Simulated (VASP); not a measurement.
Runs of VASP 6.6.1 on Zr. The structure is that of space group Fm-3m (No. 225), or close to it. The cells are those of the table. 

| task | spin | cell | k mesh | cutoff (eV) | gap on the mesh (eV) | pressure (GPa) |
| --- | --- | --- | --- | --- | --- | --- |
| single point | off | a = 3.082 Å, angles 60.0°, 1 atom | 14 × 14 × 14 | 520 | none | (a) |
| single point | non-collinear, zero start, SOC | a = 3.124 Å, angles 60.0°, 1 atom | 12 × 12 × 12 | 500 | - | 0.0 |
| single point | off | a = 2.994 Å, angles 60.0°, 1 atom | 14 × 14 × 14 | 520 | none | 16.2 |
| single point | off | a = 3.124 Å, angles 60.0°, 1 atom | 20 × 20 × 20 | 520 | none | 0.3 |
| single point | off | a = 3.205 Å, angles 60.0°, 1 atom | 14 × 14 × 14 | 520 | none | -6.6 |
| single point | off | a = 3.165 Å, angles 60.0°, 1 atom | 14 × 14 × 14 | 520 | none | -3.4 |
| relaxation of cell and atoms | off | relaxed from a = 3.205 Å, angles 60.0°, 1 atom | 12 × 12 × 12 | 600 | none | 0.1 |
| single point | off | a = 3.124 Å, angles 60.0°, 1 atom | 12 × 12 × 12 | 520 | none | 0.1 |
| single point | off | a = 3.038 Å, angles 60.0°, 1 atom | 14 × 14 × 14 | 520 | none | 10.0 |
| single point | off | a = 3.124 Å, angles 60.0°, 1 atom | 14 × 14 × 14 | 520 | none | 0.3 |
| single point | off | a = 3.244 Å, angles 60.0°, 1 atom | 14 × 14 × 14 | 520 | none | (b) |

Alike in all rows: level LDA; potentials or basis VASP PAW LDA potentials, release 64 (Zr_sv); smearing fermi-dirac 0.1 eV.

Estimate the missing entries.

(a) 4.7; (b) -9.3.

A k mesh can miss the band edges, and rows without SOC leave out spin-orbit coupling on Zr.

A gap of «none» marks levels without a gap at the run's occupations.
